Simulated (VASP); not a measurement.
Input of a VASP 6.6.1 run:

Contents of INCAR:

```
PREC = Accurate
ENCUT = 520
EDIFF = 1E-7
ISMEAR = 0
SIGMA = 0.01
LREAL = False
LASPH = True
NELM = 60
ALGO = Normal
ISIF = 2
LWAVE = False
LCHARG = False
NBANDS = 26
```

KPOINTS

```
Automatic mesh
0
Gamma
  6 6 4
```

POSCAR

```
ZnS
1.0
    3.7195412745      0.0000000000      0.0000000000
   -1.8597706372      3.2212172341      0.0000000000
    0.0000000000      0.0000000000      6.1609054208
Zn S
2 2
Direct
    0.3333333333      0.6666666667      0.0063999118
    0.6666666667      0.3333333333      0.5063999118
    0.3333333333      0.6666666667      0.3786000882
    0.6666666667      0.3333333333      0.8786000882
```

Potentials or basis: VASP PAW LDA potentials, release 64 (Zn, S).

Run with:

```sh
$ cat potpaw_LDA.64/Zn/POTCAR potpaw_LDA.64/S/POTCAR > POTCAR
$ mpirun -np 1 vasp_std > vasp.out
```

What does it give for the pressure?

0.9 GPa.

What does it give for the band gap on the k mesh?

2.23 eV, direct.

Stress tensor (GPa, compression positive):
```
1.20 0.00 0.00
0.00 1.20 0.00
0.00 0.00 0.32
```

Caveat: the cell differs from its parent crystal (film at in-plane strain -0.005).
